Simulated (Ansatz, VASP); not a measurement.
# Two plane-wave programs on Ti

Contents of INCAR:

```
SYSTEM = Ti
PREC = Accurate
ENCUT = 400
EDIFF = 1E-8
ISMEAR = -1
SIGMA = 0.05
LREAL = .FALSE.
LASPH = .TRUE.
NELM = 120
ALGO = Normal
ISIF = 2
LWAVE = .FALSE.
LCHARG = .FALSE.
LEFG = .TRUE.
NBANDS = 12
GGA_COMPAT = .FALSE.
```

KPOINTS

```
regular mesh
0
G
  15 15 15
  0 0 0
```

Contents of POSCAR:

```
Ti
1.0
    0.0000000000      2.0094935475      2.0094935475
    2.0094935475      0.0000000000      2.0094935475
    2.0094935475      2.0094935475      0.0000000000
Ti
1
Direct
    0.0000000000      0.0000000000      0.0000000000
```

Input for Ansatz:

```yaml
crystal:
  lattice:
    - [0.0, 2.0094935475, 2.0094935475]
    - [2.0094935475, 0.0, 2.0094935475]
    - [2.0094935475, 2.0094935475, 0.0]
  atoms:
    - { symbol: Ti, position: [0.0, 0.0, 0.0] }
kpoints:
  mp_grid: { grid: [15, 15, 15] }
scf:
  occupations: { method: fermi_dirac, width: 0.05 }
hamiltonian:
  xc: lda
  pseudopotentials: { kind: paw }
output:
  forces: true
  stress: true
  eigenvalues: true
  efg: { contact_densities: true }
```

Change from the starting cell: volume scaled by 0.97, PAW files.

Alike in both runs: task electric field gradients; functional LDA; k mesh 15 × 15 × 15; occupations fermi-dirac, width 0.05 eV; no spin polarisation.

|  | VASP | Ansatz |
| --- | --- | --- |
| version | VASP 6.6.1 | Ansatz 0.2.0 |
| potentials or method | VASP PAW LDA potentials, release 64 (Ti_sv) | PAW with Ansatz's default frozen-core files, scalar-relativistic |
| plane-wave cutoff (eV) | 400 | 420 |
| valence electrons in the cell | 12 | 12 |

```csv
,VASP,Ansatz,Ansatz less VASP
pressure (GPa),-2.4,-1.5,+0.92
```

LDA's correlation is that of Perdew and Zunger in VASP and of Perdew and Wang (1992) in Ansatz.
